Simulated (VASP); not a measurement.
# HgTe (F-43m) in VASP: a series of runs

Runs on HgTe. Level: LDA. Tasks: electric field gradients.

All numbers are computed with VASP 6.6.1; they aren't measurements. Logs are shortened: lines on timing, memory, paths and dates and some standing lists are left out, and cuts for length are marked.

## 1. The cell of the first run

Symmetry: F-43m, No. 216, cubic system. Conventional cell: a = 6.447 Å, b = 6.447 Å, c = 6.447 Å, α = 90.00°, β = 90.00°, γ = 90.00°. Within 3.7 Å of Hg (site symmetry -43m) lie 4 Te at 2.79 Å. Te (site symmetry -43m) has 4 Hg at 2.79 Å within 3.7 Å.

## 2. Electric field gradients, LDA

Input file INCAR:

```
SYSTEM = HgTe
PREC     = Accurate       ! precision mode
ENCUT    = 520            ! plane-wave cutoff, eV
EDIFF    = 1E-8           ! SCF threshold, eV
ISMEAR   = -1             ! smearing method
SIGMA    = 0.03           ! smearing width, eV
LREAL    = .False.        ! projectors in reciprocal space
LASPH    = .True.         ! aspherical terms in the spheres
NELM     = 100            ! most SCF steps
ALGO     = Normal         ! electronic algorithm
ISIF     = 2              ! what is computed and relaxed
LWAVE    = .False.        ! write WAVECAR
LCHARG   = .False.        ! write CHGCAR
GGA      = CA             ! functional
LEFG     = .True.       
NBANDS   = 16             ! bands
```

Input file KPOINTS:

```
Automatic mesh
0
Gamma
  11 11 11
  0 0 0
```

Input file POSCAR:

```
HgTe
1.0
    0.0000000000      3.2235000000      3.2235000000
    3.2235000000      0.0000000000      3.2235000000
    3.2235000000      3.2235000000      0.0000000000
Hg Te
1 1
Direct
    0.0000000000      0.0000000000      0.0000000000
    0.7500000000      0.7500000000      0.7500000000
```

Potentials or basis: VASP PAW LDA potentials, release 64 (Hg, Te).

Run with:

```console
cat potpaw_LDA.64/Hg/POTCAR potpaw_LDA.64/Te/POTCAR > POTCAR
mpirun -np 1 vasp_std > vasp.out
```

OUTCAR:

```text
SYSTEM = HgTe
   PREC = Accurate
   ENCUT = 520
   EDIFF = 1E-8
   ISMEAR = -1
   LREAL = .False.
   LASPH = .True.
   NELM = 100
   ISIF = 2
   GGA = CA

 ion  position               nearest neighbor table
   1  0.000  0.000  0.000-   2 2.79   2 2.79   2 2.79   2 2.79
   2  0.750  0.750  0.750-   1 2.79   1 2.79   1 2.79   1 2.79

  LATTYP: Found a face centered cubic cell.
 ALAT       =     6.4470000000

  Lattice vectors:

 A1 = (   0.0000000000,   3.2235000000,   3.2235000000)
 A2 = (   3.2235000000,   0.0000000000,   3.2235000000)
 A3 = (   3.2235000000,   3.2235000000,   0.0000000000)

Analysis of symmetry for initial positions (statically):
=====================================================================
 Subroutine PRICEL returns:
 Original cell was already a primitive cell.

 Routine SETGRP: Setting up the symmetry group for a
 face centered cubic supercell.

 Subroutine GETGRP returns: Found 24 space group operations
 (whereof 24 operations were pure point group operations)
 out of a pool of 48 trial point group operations.

The static configuration has the point symmetry T_d .

Analysis of symmetry for dynamics (positions and initial velocities):
=====================================================================
 Subroutine PRICEL returns:
 Original cell was already a primitive cell.

 Routine SETGRP: Setting up the symmetry group for a
 face centered cubic supercell.

 Subroutine GETGRP returns: Found 24 space group operations
 (whereof 24 operations were pure point group operations)
 out of a pool of 48 trial point group operations.

The dynamic configuration has the point symmetry T_d .

 Subroutine INISYM returns: Found 24 space group operations
 (whereof 24 operations are pure point group operations),
 and found     1 'primitive' translations

----------------------------------------------------------------------------------------

                                     Primitive cell

  volume of cell :      66.9905

  direct lattice vectors                    reciprocal lattice vectors
     0.000000000  3.223500000  3.223500000    -0.155110904  0.155110904  0.155110904
     3.223500000  0.000000000  3.223500000     0.155110904 -0.155110904  0.155110904
     3.223500000  3.223500000  0.000000000     0.155110904  0.155110904 -0.155110904

  length of vectors
     4.558717418  4.558717418  4.558717418     0.268659967  0.268659967  0.268659967

  position of ions in fractional coordinates (direct lattice)
     0.000000000  0.000000000  0.000000000
     0.750000000  0.750000000  0.750000000

  ion indices of the primitive-cell ions
   primitive index   ion index
                 1           1
                 2           2

----------------------------------------------------------------------------------------

 KPOINTS: Automatic mesh

Automatic generation of k-mesh.
 Grid dimensions read from file:
 generate k-points for:   11   11   11

 Generating k-lattice:

  Cartesian coordinates                     Fractional coordinates (reciprocal lattice)
    -0.014100991  0.014100991  0.014100991     0.090909091  0.000000000  0.000000000
     0.014100991 -0.014100991  0.014100991     0.000000000  0.090909091  0.000000000
     0.014100991  0.014100991 -0.014100991     0.000000000  0.000000000  0.090909091

  Length of vectors
     0.024423633  0.024423633  0.024423633

  Shift w.r.t. Gamma in fractional coordinates (k-lattice)
     0.000000000  0.000000000  0.000000000

 Subroutine IBZKPT returns following result:
 ===========================================

 Found     56 irreducible k-points:

 Following reciprocal coordinates:
            Coordinates               Weight
  0.000000  0.000000  0.000000      1.000000
  0.090909  0.000000  0.000000      8.000000
  0.181818  0.000000  0.000000      8.000000
  0.272727  0.000000  0.000000      8.000000
  0.363636  0.000000  0.000000      8.000000
  0.454545  0.000000  0.000000      8.000000
[... 16 lines left out ...]
 -0.272727  0.181818  0.000000     24.000000
 -0.181818  0.181818  0.000000     12.000000
 [... further k-points ...]
   k-points           NKPTS =     56   k-points in BZ     NKDIM =     56   number of bands    NBANDS=     16
   number of dos      NEDOS =    301   number of ions     NIONS =      2
   total plane-waves  NPLWV =  46656
   dimension x,y,z NGX =    36 NGY =   36 NGZ =   36
   dimension x,y,z NGXF=    72 NGYF=   72 NGZF=   72
   ions per type =               1   1
   NGX,Y,Z   is equivalent  to a cutoff of  13.13, 13.13, 13.13 a.u.
   NGXF,Y,Z  is equivalent  to a cutoff of  26.26, 26.26, 26.26 a.u.
 SYSTEM =  HgTe
   PREC   = accura    normal or accurate (medium, high low for compatibility)
   ISTART =      0    job   : 0-new  1-cont  2-samecut
   ICHARG =      2    charge: 1-file 2-atom 10-const
   ISPIN  =      1    spin polarized calculation?
   LNONCOLLINEAR =      F non collinear calculations
   LSORBIT =      F    spin-orbit coupling
   LASPH  =      T    aspherical Exc in radial PAW
   ENCUT  =  520.0 eV  38.22 Ry    6.18 a.u.   8.48  8.48  8.48*2*pi/ulx,y,z
   NELM   =    100;   NELMIN=  2; NELMDL= -5     # of ELM steps
   EDIFF  = 0.1E-07   stopping-criterion for ELM
   LREAL  =      F    real-space projection
   EDIFFG = 0.1E-06   stopping-criterion for IOM
   NSW    =      0    number of steps for IOM
   IBRION =     -1    ionic relax: 0-MD 1-quasi-New 2-CG
   NFREE  =      0    steps in history (QN), initial steepest desc. (CG)
   ISIF   =      2    stress and relaxation
   ISYM   =      2    0-nonsym 1-usesym 2-fastsym
   POTIM  = 0.5000    time-step for ionic-motion
   TEBEG  =    0.0;   TEEND  =   0.0 temperature during run
   PSTRESS=    0.0 pullay stress
   NELECT =      18.0000    total number of electrons
   NUPDOWN=      -1.0000    fix difference up-down
   EMIN   =  10.00;   EMAX   =-10.00  energy-range for DOS
   EFERMI =   0.00;   METHOD = LEGACY
   ISMEAR =    -1;   SIGMA  =   0.03  broadening in eV -4-tet -1-fermi 0-gaus
   EFERMI_NEDOS =   21; number of points for ismear=-14 and -15
   IALGO  =     38    algorithm
   IMIX   =      4    mixing-type and parameters
     AMIX     =   0.40;   BMIX     =  1.00
     AMIX_MAG =   1.60;   BMIX_MAG =  1.00
  volume/ion in A,a.u.               =      33.50       226.04
  Fermi-wavevector in a.u.,A,eV,Ry     =   1.056399  1.996305 15.183815  1.115979
  Thomas-Fermi vector in A             =   2.191633
   LORBIT       =      0    0 simple, 1 ext, 2 COOP (PROOUT), +10 PAW based schemes
   GGA     = CA    functional components
   LHFCALC =     F    Hartree Fock is set to
   AEXX    =    0.0000 exact exchange contribution
   IVDW    =     0    specifies the selected vdW correction
   LEPSILON=     F    determine dielectric tensor
   LRPA    =     F    only Hartree local field effects (RPA)
 non-spin polarized calculation
  energy-cutoff  :      520.00
  volume of cell :       66.99
 maximum number of plane-waves:      1832
 NGX is ok and might be reduce to    36
   NGX = 17   NGY = 17   NGZ = 17

 number of electron      18.0000001 magnetization

 Free energy of the ion-electron system (eV)
  ---------------------------------------------------
  ext. energy  EPLUGINS =         0.00000000
  ---------------------------------------------------
  free energy    TOTEN  =        -5.03868339 eV

  energy without entropy =       -5.03854527  energy(sigma->0) =       -5.03861433

 E-fermi :   3.0195     XC(G=0):  -9.1346

 val. band max:        2.9869777935   @ k =   0.0000   0.0000   0.0000
 cond. band min:       3.4262717711   @ k =   0.0909   0.0000   0.0000
 fundamental gap:      0.4392939776
 Fermi energy:         3.0194913942

 k-point     1 :       0.0000    0.0000    0.0000
  band No.  band energies     occupation
      1      -9.1111      2.00000
      2      -4.4340      2.00000
      3      -4.4340      2.00000
      4      -4.4340      2.00000
      5      -3.8913      2.00000
      6      -3.8913      2.00000
[... 8 lines left out ...]
     15      12.5110      0.00000
     16      12.5110      0.00000

 k-point     2 :       0.0909    0.0000    0.0000
  band No.  band energies     occupation
      1      -9.0687      2.00000
      2      -4.4221      2.00000
      3      -4.4221      2.00000
      4      -4.4207      2.00000
      5      -3.8928      2.00000
      6      -3.8928      2.00000
[... 8 lines left out ...]
     15      11.8396      0.00000
     16      11.8396      0.00000

 k-point     3 :       0.1818    0.0000    0.0000
  band No.  band energies     occupation
      1      -8.9518      2.00000
      2      -4.3912      2.00000
      3      -4.3912      2.00000
      4      -4.3675      2.00000
      5      -3.8947      2.00000
      6      -3.8947      2.00000
[... 8 lines left out ...]
     15      11.4152      0.00000
     16      11.4152      0.00000

 k-point     4 :       0.2727    0.0000    0.0000
  band No.  band energies     occupation
      1      -8.7913      2.00000
      2      -4.3542      2.00000
      3      -4.3542      2.00000
      4      -4.2393      2.00000
      5      -3.8917      2.00000
      6      -3.8917      2.00000
[... 8 lines left out ...]
     15      11.4613      0.00000
     16      11.4613      0.00000
[... 324 lines left out ...]
 k-point    22 :      -0.3636    0.1818    0.0000
  band No.  band energies     occupation
      1      -8.4855      2.00000
      2      -4.2832      2.00000
      3      -4.2641      2.00000
      4      -3.9179      2.00000
      5      -3.8936      2.00000
      6      -3.6824      2.00000
[... 8 lines left out ...]
     15      11.6923      0.00000
     16      12.6804      0.00000

 k-point    23 :      -0.2727    0.1818    0.0000
  band No.  band energies     occupation
      1      -8.5930      2.00000
      2      -4.2983      2.00000
      3      -4.2935      2.00000
      4      -4.0504      2.00000
      5      -3.9110      2.00000
      6      -3.8358      2.00000
[... 8 lines left out ...]
     15      12.0695      0.00000
     16      13.2243      0.00000

 k-point    24 :      -0.1818    0.1818    0.0000
  band No.  band energies     occupation
      1      -8.7368      2.00000
      2      -4.3406      2.00000
      3      -4.3212      2.00000
      4      -4.2260      2.00000
      5      -3.9153      2.00000
      6      -3.8647      2.00000
[... 8 lines left out ...]
     15      12.0073      0.00000
     16      12.2550      0.00000

 [... further k-points ...]
[... 5 lines left out ...]
  --------------------------------------------------------------------------------------
  -------------------------------------------------------------------------------------
  Total       -0.0009959     -0.0009959     -0.0009959     -0.0000000      0.0000000     -0.0000000
  in kB       -0.0238189     -0.0238189     -0.0238189     -0.0000000      0.0000000     -0.0000000
  external PRESSURE =      -0.0238189 kB  Pullay stress =       0.0000000 kB

 VOLUME and BASIS-vectors are now :
 -----------------------------------------------------------------------------
  energy-cutoff  :      520.00
  volume of cell :       66.99
      direct lattice vectors                 reciprocal lattice vectors
     0.000000000  3.223500000  3.223500000    -0.155110904  0.155110904  0.155110904
     3.223500000  0.000000000  3.223500000     0.155110904 -0.155110904  0.155110904
     3.223500000  3.223500000  0.000000000     0.155110904  0.155110904 -0.155110904

 POSITION                                       TOTAL-FORCE (eV/Angst)
 -----------------------------------------------------------------------------------
      0.00000      0.00000      0.00000         0.000000     -0.000000     -0.000000
      4.83525      4.83525      4.83525        -0.000000      0.000000      0.000000
 -----------------------------------------------------------------------------------
    total drift:                                0.000000      0.000000      0.000000

  FREE ENERGIE OF THE ION-ELECTRON SYSTEM (eV)
  ---------------------------------------------------
  free  energy   TOTEN  =        -5.0386833893 eV

  energy  without entropy=       -5.0385452714  energy(sigma->0) =       -5.03861433

 Electric field gradients (V/A^2)
---------------------------------------------------------------------
 ion       V_xx      V_yy      V_zz      V_xy      V_xz      V_yz
---------------------------------------------------------------------
   1      -0.000    -0.000    -0.000    -0.000    -0.000    -0.000
   2       0.000    -0.000    -0.000    -0.000    -0.000    -0.000
---------------------------------------------------------------------

 Electric field gradients after diagonalization (V/A^2)
 (convention: |V_zz| > |V_xx| > |V_yy|)
----------------------------------------------------------------------
 ion       V_xx      V_yy      V_zz     asymmetry (V_yy - V_xx)/ V_zz
----------------------------------------------------------------------
   1       0.000     0.000    -0.001       0.000
   2       0.000     0.000    -0.000       0.000
----------------------------------------------------------------------

           NMR quadrupolar parameters

 Cq : quadrupolar parameter    Cq=e*Q*V_zz/h
 eta: asymmetry parameters     (V_yy - V_xx)/ V_zz
 Q  : nuclear electric quadrupole moment in mb (millibarn)
----------------------------------------------------------------------
 ion       Cq(MHz)       eta       Q (mb)
----------------------------------------------------------------------
   1      -0.000       0.000       1.000
   2      -0.000       0.000       1.000
----------------------------------------------------------------------
```

Wall time 62 s (1 thread of Intel Xeon 6975P-C, shared host); peak memory 0.21 GiB.

Results:

| Property | Result |
| --- | --- |
| Free energy | -5.0387 eV |
| Pressure | 0.0 GPa |
| Band gap on the k mesh | zero (filled and empty bands touch) |

Caveat: without QUAD_EFG the Cq values of the log hold for a quadrupole moment of 1 mb, not for the nuclei; spin-orbit coupling is left out, which moves the levels of the heavy elements.

## 3. Electric field gradients, LDA

Input file INCAR:

```
SYSTEM = HgTe
PREC = Accurate
ENCUT = 520
EDIFF = 1E-8
ISMEAR = -1
SIGMA = 0.03
LREAL = .False.
LASPH = .True.
NELM = 80
ALGO = Normal
ISIF = 2
LWAVE = .False.
LCHARG = .False.
LEFG = .True.
NBANDS = 16
```

Input file KPOINTS:

```
regular mesh
0
Gamma
  11 11 11
  0 0 0
```

POSCAR is that of step 2.

Potentials or basis: VASP PAW LDA potentials, release 64 (Hg, Te).

Run with:

```console
cat potpaw_LDA.64/Hg/POTCAR potpaw_LDA.64/Te/POTCAR > POTCAR
mpirun -np 1 vasp_std > vasp.out
```

OUTCAR:

```text
SYSTEM = HgTe
   PREC = Accurate
   ENCUT = 520
   EDIFF = 1E-8
   ISMEAR = -1
   LREAL = .False.
   LASPH = .True.
   NELM = 80
   ISIF = 2

 ion  position               nearest neighbor table
   1  0.000  0.000  0.000-   2 2.79   2 2.79   2 2.79   2 2.79
   2  0.750  0.750  0.750-   1 2.79   1 2.79   1 2.79   1 2.79

  LATTYP: Found a face centered cubic cell.
 ALAT       =     6.4470000000

  Lattice vectors:

 A1 = (   0.0000000000,   3.2235000000,   3.2235000000)
 A2 = (   3.2235000000,   0.0000000000,   3.2235000000)
 A3 = (   3.2235000000,   3.2235000000,   0.0000000000)
[... 668 lines left out ...]
  free  energy   TOTEN  =        -5.0386833893 eV

  energy  without entropy=       -5.0385452714  energy(sigma->0) =       -5.03861433

 Electric field gradients (V/A^2)
---------------------------------------------------------------------
 ion       V_xx      V_yy      V_zz      V_xy      V_xz      V_yz
---------------------------------------------------------------------
   1      -0.000    -0.000    -0.000    -0.000    -0.000    -0.000
   2       0.000    -0.000    -0.000    -0.000    -0.000    -0.000
---------------------------------------------------------------------

 Electric field gradients after diagonalization (V/A^2)
 (convention: |V_zz| > |V_xx| > |V_yy|)
----------------------------------------------------------------------
 ion       V_xx      V_yy      V_zz     asymmetry (V_yy - V_xx)/ V_zz
----------------------------------------------------------------------
   1       0.000     0.000    -0.001       0.000
   2       0.000     0.000    -0.000       0.000
----------------------------------------------------------------------

           NMR quadrupolar parameters

 Cq : quadrupolar parameter    Cq=e*Q*V_zz/h
 eta: asymmetry parameters     (V_yy - V_xx)/ V_zz
 Q  : nuclear electric quadrupole moment in mb (millibarn)
----------------------------------------------------------------------
 ion       Cq(MHz)       eta       Q (mb)
----------------------------------------------------------------------
   1      -0.000       0.000       1.000
   2      -0.000       0.000       1.000
----------------------------------------------------------------------
```

OSZICAR:

```text
N       E                     dE             d eps       ncg     rms          rms(c)
DAV:   1     0.106452168350E+03    0.10645E+03   -0.80305E+03  1792   0.973E+02
DAV:   2    -0.144469136294E+01   -0.10790E+03   -0.10049E+03  2104   0.231E+02
DAV:   3    -0.523371245230E+01   -0.37890E+01   -0.37792E+01  2256   0.445E+01
DAV:   4    -0.526860267084E+01   -0.34890E-01   -0.34889E-01  2648   0.393E+00
DAV:   5    -0.526869891828E+01   -0.96247E-04   -0.96247E-04  2400   0.189E-01    0.780E+00
DAV:   6    -0.505561759779E+01    0.21308E+00   -0.40227E-01  2152   0.877E+00    0.615E+00
DAV:   7    -0.504168921521E+01    0.13928E-01   -0.92231E-02  2120   0.212E+00    0.217E+00
DAV:   8    -0.503902180044E+01    0.26674E-02   -0.10420E-02  2016   0.120E+00    0.515E-01
DAV:   9    -0.503868792831E+01    0.33387E-03   -0.69176E-04  2336   0.293E-01    0.116E-01
DAV:  10    -0.503868251822E+01    0.54101E-05   -0.64785E-05  2248   0.724E-02    0.500E-02
DAV:  11    -0.503868440223E+01   -0.18840E-05   -0.14220E-05  2288   0.326E-02    0.256E-02
DAV:  12    -0.503868340676E+01    0.99547E-06   -0.24269E-06  1960   0.130E-02    0.121E-02
DAV:  13    -0.503868342416E+01   -0.17397E-07   -0.20342E-07  2344   0.266E-03    0.837E-03
DAV:  14    -0.503868338951E+01    0.34652E-07   -0.87417E-08  2216   0.350E-03    0.133E-03
DAV:  15    -0.503868338926E+01    0.24852E-09   -0.18948E-08  1968   0.759E-04
   1 F= -.50386834E+01 E0= -.50386143E+01  d E =-.138118E-03
```

It took 53 s on 1 thread of Intel Xeon 6975P-C, shared host; peak memory 0.21 GiB.

Results:

| Item | Value |
| --- | --- |
| Free energy | -5.0387 eV |
| Pressure | 0.0 GPa |
| Band gap on the k mesh | zero (filled and empty bands touch) |

Caveat: without QUAD_EFG the Cq values of the log hold for a quadrupole moment of 1 mb, not for the nuclei; spin-orbit coupling is left out, which moves the levels of the heavy elements.

(Part 1 of 2 ends here.)
